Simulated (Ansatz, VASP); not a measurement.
## Fe2Pt in VASP and in Ansatz

```xyz
3
Lattice="2.6520 0.0000 0.0000 -1.3260 2.2967 0.0000 0.0000 0.0000 6.3595" Properties=species:S:1:pos:R:3 pbc="T T T"
Pt    0.0000    0.0000    0.0000
Fe    1.3260    0.7656    2.2605
Fe    0.0000    1.5312    4.0989
```

Alike in both runs: task single point; functional PBE; k mesh 12 × 12 × 5; occupations fermi-dirac, width 0.05 eV; collinear spin.

|  | VASP | Ansatz |
| --- | --- | --- |
| version | VASP 6.6.1 | Ansatz 0.2.0 |
| potentials or method | VASP PAW PBE potentials, release 64 (Pt, Fe) | Ansatz PAW |
| plane-wave cutoff (eV) | 520 | 420 |
| valence electrons in the cell | 26 | 50 |

```tsv
	VASP	Ansatz	Ansatz less VASP
gap on the k mesh at the Fermi level (eV)	none	none	-
pressure (GPa)	11.1	11.7	+0.52
traceless stress, the component that is largest in VASP (GPa)	-9.47	-9.59	-0.115
rms of the force components (eV/Å)	0.339	0.355	+0.0164
net moment per atom (μB)	1.89	1.89	+0.002
size of the moment on the site where the two differ most (μB)	0.23	0.26	+0.031
```

Site moments also hang on the region over which each program counts them. Atom by atom the forces differ by 0.016 eV/Å (rms over components). A gap of «none» marks a metal or a gap that the smearing closes. VASP's potentials hold 26 valence electrons a cell and Ansatz's 50, so a difference there can come from the potentials and not from the codes.

Neither program's run includes spin-orbit coupling.
